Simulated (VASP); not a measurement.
# Sb (R-3m) in VASP: a series of runs

Aim: see how the results for Sb move with the level of theory and the settings. Levels: PBE+D3(BJ), r2SCAN+D3(BJ), HSE06. Tasks: relaxation of cell and atoms, single point.

Everything below comes from runs of VASP 6.6.1. Logs are shortened: lines on timing, memory, paths and dates and some standing lists are left out, and cuts for length are marked.

### Step 1. The cell of the first run

It takes space group R-3m (No. 166, trigonal). The conventional cell has a = 4.308 Å, b = 4.308 Å, c = 11.274 Å, α = 90.00°, β = 90.00°, γ = 120.00°. Sb (site symmetry 3m) has 6 Sb at 2.91 to 3.35 Å within 3.8 Å.

### Step 2. Relaxation of cell and atoms, PBE+D3(BJ)

The input, INCAR:

```
PREC = Accurate
ENCUT = 600
EDIFF = 1E-6
ISMEAR = -1
SIGMA = 0.05
LREAL = F
LASPH = T
NELM = 60
ALGO = Normal
ISIF = 3
LWAVE = F
LCHARG = F
GGA = PE
IVDW = 12
IBRION = 2
NSW = 60
EDIFFG = -0.01
```

The input, KPOINTS:

```
Automatic mesh
0
Gamma
  8 8 8
```

The input, POSCAR:

```
Sb
1.0
    2.1542000000      1.2437279499      3.7580000000
   -2.1542000000      1.2437279499      3.7580000000
    0.0000000000     -2.4874558998      3.7580000000
Sb
2
Direct
    0.7665100000      0.7665100000      0.7665100000
    0.2334900000      0.2334900000      0.2334900000
```

Potentials or basis: VASP PAW PBE potentials, release 64 (Sb).

Command:

```
cat potpaw_PBE.64/Sb/POTCAR > POTCAR
mpirun -np 1 vasp_std > vasp.out
```

OUTCAR:

```text
PREC = Accurate
   ENCUT = 600
   EDIFF = 1E-6
   ISMEAR = -1
   LREAL = F
   LASPH = T
   NELM = 60
   ISIF = 3
   GGA = PE
   IVDW = 12
   IBRION = 2
   NSW = 60
   EDIFFG = -0.01
 IVDW          = 12

 ion  position               nearest neighbor table
   1  0.767  0.767  0.767-   2 2.91   2 2.91   2 2.91   2 3.35   2 3.35   2 3.35
   2  0.233  0.233  0.233-   1 2.91   1 2.91   1 2.91   1 3.35   1 3.35   1 3.35

  LATTYP: Found a trigonal (rhomboedric) cell.
 ALAT       =     4.5066618304
 COS(alpha) =     0.5430253624

  Lattice vectors:

 A1 = (   2.1542000000,   1.2437279499,   3.7580000000)
 A2 = (  -2.1542000000,   1.2437279499,   3.7580000000)
 A3 = (   0.0000000000,  -2.4874558998,   3.7580000000)

Analysis of symmetry for initial positions (statically):
=====================================================================
 Subroutine PRICEL returns:
 Original cell was already a primitive cell.

 Routine SETGRP: Setting up the symmetry group for a
 trigonal (rhombohedral) supercell.

 Subroutine GETGRP returns: Found 12 space group operations
 (whereof 12 operations were pure point group operations)
 out of a pool of 12 trial point group operations.

The static configuration has the point symmetry D_3d.

Analysis of symmetry for dynamics (positions and initial velocities):
=====================================================================
 Subroutine PRICEL returns:
 Original cell was already a primitive cell.

 Routine SETGRP: Setting up the symmetry group for a
 trigonal (rhombohedral) supercell.

 Subroutine GETGRP returns: Found 12 space group operations
 (whereof 12 operations were pure point group operations)
 out of a pool of 12 trial point group operations.

The dynamic configuration has the point symmetry D_3d.

 Subroutine INISYM returns: Found 12 space group operations
 (whereof 12 operations are pure point group operations),
 and found     1 'primitive' translations

----------------------------------------------------------------------------------------

                                     Primitive cell

  volume of cell :      60.4115

  direct lattice vectors                    reciprocal lattice vectors
     2.154200000  1.243727950  3.758000000     0.232104726  0.134005726  0.088699663
    -2.154200000  1.243727950  3.758000000    -0.232104726  0.134005726  0.088699663
     0.000000000 -2.487455900  3.758000000     0.000000000 -0.268011452  0.088699663

  length of vectors
     4.506661830  4.506661830  4.506661830     0.282307932  0.282307932  0.282307932

  position of ions in fractional coordinates (direct lattice)
     0.766510000  0.766510000  0.766510000
     0.233490000  0.233490000  0.233490000

  ion indices of the primitive-cell ions
   primitive index   ion index
                 1           1
                 2           2

----------------------------------------------------------------------------------------

 KPOINTS: Automatic mesh

Automatic generation of k-mesh.
 Grid dimensions read from file:
 generate k-points for:    8    8    8

 Generating k-lattice:

  Cartesian coordinates                     Fractional coordinates (reciprocal lattice)
     0.029013091  0.016750716  0.011087458     0.125000000  0.000000000  0.000000000
    -0.029013091  0.016750716  0.011087458     0.000000000  0.125000000  0.000000000
     0.000000000 -0.033501431  0.011087458     0.000000000  0.000000000  0.125000000

  Length of vectors
     0.035288491  0.035288491  0.035288491

  Shift w.r.t. Gamma in fractional coordinates (k-lattice)
     0.000000000  0.000000000  0.000000000

 Subroutine IBZKPT returns following result:
 ===========================================

 Found     65 irreducible k-points:

 Following reciprocal coordinates:
            Coordinates               Weight
  0.000000  0.000000  0.000000      1.000000
  0.125000 -0.000000  0.000000      6.000000
  0.250000 -0.000000  0.000000      6.000000
  0.375000 -0.000000 -0.000000      6.000000
  0.500000 -0.000000  0.000000      3.000000
  0.125000  0.125000  0.000000      6.000000
[... 16 lines left out ...]
  0.250000  0.125000  0.125000      6.000000
  0.375000  0.125000  0.125000      6.000000
 [... further k-points ...]
   k-points           NKPTS =     65   k-points in BZ     NKDIM =     65   number of bands    NBANDS=      9
   number of dos      NEDOS =    301   number of ions     NIONS =      2
   total plane-waves  NPLWV =  46656
   dimension x,y,z NGX =    36 NGY =   36 NGZ =   36
   dimension x,y,z NGXF=    72 NGYF=   72 NGZF=   72
   ions per type =               2
   NGX,Y,Z   is equivalent  to a cutoff of  13.28, 13.28, 13.28 a.u.
   NGXF,Y,Z  is equivalent  to a cutoff of  26.56, 26.56, 26.56 a.u.
 SYSTEM =  unknown system
   PREC   = accura    normal or accurate (medium, high low for compatibility)
   ISTART =      0    job   : 0-new  1-cont  2-samecut
   ICHARG =      2    charge: 1-file 2-atom 10-const
   ISPIN  =      1    spin polarized calculation?
   LNONCOLLINEAR =      F non collinear calculations
   LSORBIT =      F    spin-orbit coupling
   LASPH  =      T    aspherical Exc in radial PAW
   ENCUT  =  600.0 eV  44.10 Ry    6.64 a.u.   9.00  9.00  9.00*2*pi/ulx,y,z
   NELM   =     60;   NELMIN=  2; NELMDL= -5     # of ELM steps
   EDIFF  = 0.1E-05   stopping-criterion for ELM
   LREAL  =      F    real-space projection
   EDIFFG = -.1E-01   stopping-criterion for IOM
   NSW    =     60    number of steps for IOM
   IBRION =      2    ionic relax: 0-MD 1-quasi-New 2-CG
   NFREE  =      1    steps in history (QN), initial steepest desc. (CG)
   ISIF   =      3    stress and relaxation
   ISYM   =      2    0-nonsym 1-usesym 2-fastsym
   POTIM  = 0.5000    time-step for ionic-motion
   TEBEG  =    0.0;   TEEND  =   0.0 temperature during run
   PSTRESS=    0.0 pullay stress
   NELECT =      10.0000    total number of electrons
   NUPDOWN=      -1.0000    fix difference up-down
   EMIN   =  10.00;   EMAX   =-10.00  energy-range for DOS
   EFERMI =   0.00;   METHOD = LEGACY
   ISMEAR =    -1;   SIGMA  =   0.05  broadening in eV -4-tet -1-fermi 0-gaus
   EFERMI_NEDOS =   21; number of points for ismear=-14 and -15
   IALGO  =     38    algorithm
   IMIX   =      4    mixing-type and parameters
     AMIX     =   0.40;   BMIX     =  1.00
     AMIX_MAG =   1.60;   BMIX_MAG =  1.00
  volume/ion in A,a.u.               =      30.21       203.84
  Fermi-wavevector in a.u.,A,eV,Ry     =   0.898880  1.698637 10.993305  0.807985
  Thomas-Fermi vector in A             =   2.021644
   LORBIT       =      0    0 simple, 1 ext, 2 COOP (PROOUT), +10 PAW based schemes
   GGA     = PE    functional components
   LHFCALC =     F    Hartree Fock is set to
   AEXX    =    0.0000 exact exchange contribution
   IVDW    =    12    specifies the selected vdW correction
   LEPSILON=     F    determine dielectric tensor
   LRPA    =     F    only Hartree local field effects (RPA)
 conjugate gradient relaxation of ions
 non-spin polarized calculation
  energy-cutoff  :      600.00
  volume of cell :       60.41
 maximum number of plane-waves:      2032
   NGX = 17   NGY = 17   NGZ = 17

--------------------------------------- Ionic step        1  -------------------------------------------

 number of electron      10.0000000 magnetization

 Free energy of the ion-electron system (eV)
  ---------------------------------------------------
  ext. energy  EPLUGINS =         0.00000000
  ---------------------------------------------------
  free energy    TOTEN  =        -8.25789671 eV

  energy without entropy =       -8.25502256  energy(sigma->0) =       -8.25645963

------------------------ aborting loop because EDIFF is reached ----------------------------------------

 Edisp (eV)   -0.94507

 E8    (eV) :    -0.4410

  FORCE on cell =-STRESS in cart. coord.  units (eV):
  Direction    XX          YY          ZZ          XY          YZ          ZX
  --------------------------------------------------------------------------------------
  -------------------------------------------------------------------------------------
  Total       0.14417     0.14417    -0.10038     0.00000     0.00000     0.00000
  in kB       3.82358     3.82358    -2.66230     0.00000     0.00000     0.00000
  external pressure =        1.66 kB  Pullay stress =        0.00 kB
[... 301 lines left out ...]
  energy  without entropy=       -9.2079020413  energy(sigma->0) =       -9.20939000

--------------------------------------- Ionic step        9  -------------------------------------------

 number of electron      10.0000000 magnetization

 Free energy of the ion-electron system (eV)
  ---------------------------------------------------
  ext. energy  EPLUGINS =         0.00000000
  ---------------------------------------------------
  free energy    TOTEN  =        -8.25116290 eV

  energy without entropy =       -8.24829599  energy(sigma->0) =       -8.24972945

 E-fermi :   7.4660     XC(G=0):  -9.6065

 val. band max:        7.4475091627   @ k =   0.3750   0.2500   0.2500
 cond. band min:       7.4982378899   @ k =   0.3750   0.1250   0.1250
 fundamental gap:      0.0507287272
 Fermi energy:         7.4659869351

 k-point     1 :       0.0000    0.0000    0.0000
  band No.  band energies     occupation
      1      -5.3197      2.00000
      2       2.7402      2.00000
      3       5.4673      2.00000
      4       5.5914      2.00000
      5       5.5914      2.00000
      6       9.7824      0.00000
      7      10.2608      0.00000
      8      10.2608      0.00000
      9      12.3560      0.00000
[... 265 lines left out ...]
 k-point    24 :       0.3750    0.1250    0.1250
  band No.  band energies     occupation
      1      -4.2880      2.00000
      2      -0.1316      2.00000
      3       4.1385      2.00000
      4       6.0513      2.00000
      5       7.4982      0.68823
      6       7.6658      0.03612
      7       7.8783      0.00052
      8      10.5992      0.00000
      9      12.3928      0.00000

 [... further k-points ...]

------------------------ aborting loop because EDIFF is reached ----------------------------------------

 Edisp (eV)   -0.95975

 E8    (eV) :    -0.4478

  FORCE on cell =-STRESS in cart. coord.  units (eV):
  Direction    XX          YY          ZZ          XY          YZ          ZX
  --------------------------------------------------------------------------------------
  -------------------------------------------------------------------------------------
  Total       0.01194     0.01194     0.00466     0.00000     0.00000     0.00000
  in kB       0.32124     0.32124     0.12545     0.00000     0.00000     0.00000
  external pressure =        0.26 kB  Pullay stress =        0.00 kB
[... 17 lines left out ...]
  FREE ENERGIE OF THE ION-ELECTRON SYSTEM (eV)
  ---------------------------------------------------
  free  energy   TOTEN  =        -9.2109169524 eV

  energy  without entropy=       -9.2080500404  energy(sigma->0) =       -9.20948350

 reached required accuracy - stopping structural energy minimisation
```

It took 61 s on 1 thread of Intel Xeon 6975P-C (Granite Rapids), shared host; peak memory 0.23 GiB.

What came out:

```yaml
Free_energy: -9.2109 eV
Relaxed_volume: 29.76 Å³/atom
Relaxed_cell: a = 4.442 Å, b = 4.442 Å, c = 4.442 Å, α = 58.27°, β = 58.27°, γ = 58.27°
Space_group_after_relaxing_to_0.1_Å: R-3m (No. 166)
Energy_gained_by_relaxing: 4.0 meV/atom
Ionic_steps: 9
Pressure_after_relaxing: 0.0 GPa
Largest_force_after_relaxing: 0.004 eV/Å
Band_gap_on_the_k_mesh: zero (bands 5 and 6 overlap by 0.23 eV)
Dispersion_energy_per_atom: -0.480 eV
```

Forces in eV/Å, atoms in the order of the input:
```
Sb   0.000  0.000 -0.004
Sb   0.000  0.000  0.004
```

The path:
| step | energy change (eV) | largest force (eV/Å) | pressure (GPa) | volume (Å³) |
| --- | --- | --- | --- | --- |
| 1 | 0.0000 | 0.1998 | 0.17 | 60.41 |
| 2 | -0.0033 | 0.0836 | -0.42 | 60.69 |
| 3 | -0.0036 | 0.0274 | -0.70 | 60.83 |
| 4 | -0.0059 | 0.0129 | -0.48 | 60.40 |
| 5 | -0.0077 | 0.0090 | -0.13 | 59.73 |
| 6 | -0.0079 | 0.0158 | 0.01 | 59.50 |
| 7 | -0.0079 | 0.0152 | -0.01 | 59.53 |
| 8 | -0.0079 | 0.0090 | 0.01 | 59.53 |
| 9 | -0.0079 | 0.0044 | 0.03 | 59.52 |

Final structure:
```
Sb
1.0
     2.16279    1.24869    3.67351
    -2.16279    1.24869    3.67351
     0.00000   -2.49737    3.67351
Sb
2
Direct
  0.76377 0.76377 0.76377
  0.23623 0.23623 0.23623
```

Levels at points of the mesh, in eV from the Fermi level:
```
           k point  band 1  band 2  band 3  band 4  band 5  band 6  band 7  band 8  band 9
(0.00, 0.00, 0.00)  -12.79   -4.73   -2.00   -1.87   -1.87    2.32    2.79    2.79    4.89
(0.50, 0.00, 0.00)  -10.36   -9.76   -1.79   -1.61   -0.36   -0.19    0.20    0.23    7.86
(0.50, 0.50, 0.00)  -10.37   -7.92   -5.62   -3.81   -3.78    1.58    5.04    5.43    7.11
(0.50, 0.50, 0.50)  -11.01   -9.20   -1.31   -1.31   -0.49   -0.11   -0.11    0.89    7.31
```

Caveat: spin-orbit coupling is left out, which moves the levels of the heavy elements.

### Step 3. Relaxation of cell and atoms, r2SCAN+D3(BJ)

POSCAR is that of step 2.

The input, INCAR.step1:

```
  ALGO = Normal
  EDIFF = 1E-4
  ENCUT = 600
  GGA = PE
  ISMEAR = -1
  LASPH = T
  LCHARG = F
  LREAL = F
  LWAVE = T
  NELM = 100
  PREC = Accurate
  SIGMA = 0.05
```

The input, INCAR.step2:

```
  ALGO = Normal
  EDIFF = 1E-6
  EDIFFG = -0.01
  ENCUT = 600
  IBRION = 2
  ISIF = 3
  ISMEAR = -1
  ISTART = 1
  IVDW = 12
  LASPH = T
  LCHARG = F
  LMIXTAU = T
  LREAL = F
  LWAVE = F
  METAGGA = R2SCAN
  NELM = 100
  NSW = 60
  PREC = Accurate
  SIGMA = 0.05
  VDW_A1 = 0.49484001
  VDW_A2 = 5.73083694
  VDW_S6 = 1.0
  VDW_S8 = 0.78981345
```

The input, KPOINTS:

```
k-points
0
Gamma
  8 8 8
```

Potentials or basis: VASP PAW PBE potentials, release 64 (Sb).

Command:

```
cat potpaw_PBE.64/Sb/POTCAR > POTCAR
cp INCAR.step1 INCAR
mpirun -np 1 vasp_std > vasp.out
cp INCAR.step2 INCAR
mpirun -np 1 vasp_std > vasp.out
```

Wall time 4.2 min (1 thread of Intel Xeon 6975P-C (Granite Rapids), shared host); peak memory 0.24 GiB.

Results (log left out):

```yaml
Free_energy: -51.8292 eV
Relaxed_volume: 30.49 Å³/atom
Relaxed_cell: a = 4.514 Å, b = 4.514 Å, c = 4.514 Å, α = 57.28°, β = 57.28°, γ = 57.28°
Space_group_after_relaxing_to_0.1_Å: R-3m (No. 166)
Energy_gained_by_relaxing: 0.6 meV/atom
Ionic_steps: 9
Pressure_after_relaxing: 0.0 GPa
Band_gap_on_the_k_mesh: zero (bands 5 and 6 overlap by 0.22 eV)
Dispersion_energy_per_atom: -0.219 eV
```

Forces on the atoms (eV/Å):
```
Sb   0.000  0.000 -0.002
Sb   0.000  0.000  0.002
```

The path:
```tsv
step	energy change (eV)	largest force (eV/Å)	pressure (GPa)	volume (Å³)
1	0.0000	0.0451	0.60	60.41
2	-0.0005	0.0628	-0.44	61.40
3	-0.0011	0.0155	0.00	60.96
4	-0.0011	0.0172	0.00	60.98
5	-0.0011	0.0219	-0.04	61.02
6	-0.0011	0.0188	-0.04	60.99
7	-0.0012	0.0027	0.05	60.93
8	-0.0012	0.0020	0.06	60.92
9	-0.0012	0.0021	0.02	60.98
```

Final structure:
```xyz
2
Lattice="2.1637 1.2492 3.7600 -2.1637 1.2492 3.7600 0.0000 -2.4984 3.7600" Properties=species:S:1:pos:R:3 pbc="T T T"
Sb    0.0000    0.0000    8.6463
Sb    0.0000    0.0000    2.6335
```

Levels at points of the mesh, in eV from the Fermi level:
| k point | band 3 | band 4 | band 5 | band 6 | band 7 | band 8 |
| --- | --- | --- | --- | --- | --- | --- |
| (0.00, 0.00, 0.00) | -2.36 | -2.15 | -2.15 | 2.01 | 2.65 | 2.65 |
| (0.50, 0.00, 0.00) | -2.27 | -2.10 | -0.49 | -0.21 | 0.23 | 0.37 |
| (0.50, 0.50, 0.00) | -5.79 | -4.10 | -4.05 | 1.61 | 5.01 | 5.68 |
| (0.50, 0.50, 0.50) | -1.62 | -1.62 | -0.51 | -0.06 | -0.06 | 1.11 |

Caveat: the PAW data sets were made with another functional, which shifts forces and pressure a little; spin-orbit coupling is left out, which moves the levels of the heavy elements.

### Step 4. Single point, HSE06, non-collinear spin, zero start, spin-orbit coupling

POSCAR is that of step 3.

The input, INCAR.step1:

```
  PREC = Accurate
  ENCUT = 520
  EDIFF = 1E-5
  ISMEAR = -1
  SIGMA = 0.05
  LREAL = False
  LASPH = True
  NELM = 150
  ALGO = Normal
  ISIF = 2
  LWAVE = True
  LCHARG = False
  MAGMOM = 0 0 0 0 0 0
  LORBIT = 11
  LSORBIT = True
  GGA_COMPAT = False
  LORBMOM = True
  GGA = PE
  NBANDS = 22
```

The input, INCAR.step2:

```
  PREC = Accurate
  ENCUT = 520
  EDIFF = 1E-6
  ISMEAR = -1
  SIGMA = 0.05
  LREAL = False
  LASPH = True
  NELM = 150
  ALGO = Normal
  ISIF = 2
  LWAVE = False
  LCHARG = False
  MAGMOM = 0 0 0 0 0 0
  LORBIT = 11
  LSORBIT = True
  GGA_COMPAT = False
  LORBMOM = True
  GGA = PE
  LHFCALC = True
  HFSCREEN = 0.2079
  PRECFOCK = Normal
  ISTART = 1
  NBANDS = 22
```

The input, KPOINTS:

```
Automatic mesh
0
Gamma
  4 4 4
```

Command:

```
cat potpaw_PBE.64/Sb/POTCAR > POTCAR
cp INCAR.step1 INCAR
mpirun -np 1 vasp_ncl > vasp.out
cp INCAR.step2 INCAR
mpirun -np 1 vasp_ncl > vasp.out
```

It took 84 min on 1 thread of Oxide Virtual Turin-like, shared host; peak memory 0.48 GiB.

The run converged. Its results:

- Free energy: -10.3180 eV
- Pressure: -0.1 GPa
- Largest force: 0.381 eV/Å
- Net moment: 0.00 μB per cell
- Valence electrons inside the program's atomic spheres: Sb 2.57

Forces on the atoms (eV/Å):
```
Sb   0.000  0.000  0.381
Sb   0.000  0.000 -0.381
```

Stress tensor (GPa, compression positive):
```
 0.03  0.00  0.00
 0.00  0.03  0.00
 0.00  0.00 -0.48
```

Moments on the atoms (μB; x, y, z):
```
Sb  0.00 0.00 0.00
Sb  0.00 0.00 0.00
```

Caveat: the k points lie up to 0.44 Å⁻¹ apart; the PAW data sets were made with another functional, which shifts forces and pressure a little.

### Step 5. Overview

```csv
task,level,spin,cell,k mesh,cutoff (eV),grid for exact exchange (PRECFOCK),share of exact exchange,screening parameter,gap on the mesh (eV),pressure (GPa),relaxed volume (Å³/atom)
relaxation of cell and atoms,PBE+D3(BJ),off,relaxed,8 × 8 × 8,600,-,-,-,none,0.0,29.76
relaxation of cell and atoms,r2SCAN+D3(BJ),off,relaxed,8 × 8 × 8,600,-,-,-,none,0.0,30.49
single point,HSE06,"non-collinear, zero start, SOC",as given,4 × 4 × 4,520,Normal,0.25,0.2079 1/Å,-,-0.1,-
```

Alike in all rows: potentials or basis VASP PAW PBE potentials, release 64 (Sb); smearing fermi-dirac 0.05 eV.

Caveats: some runs use coarse meshes; spin-orbit coupling is left out, which moves the levels of the heavy elements (at least some runs); the PAW data sets were made with another functional, which shifts forces and pressure a little (at least some runs).

Absolute energies hang on the potentials; compare differences alone.

The gap in the log of VASP goes by the Fermi energy; the results here count the filled bands.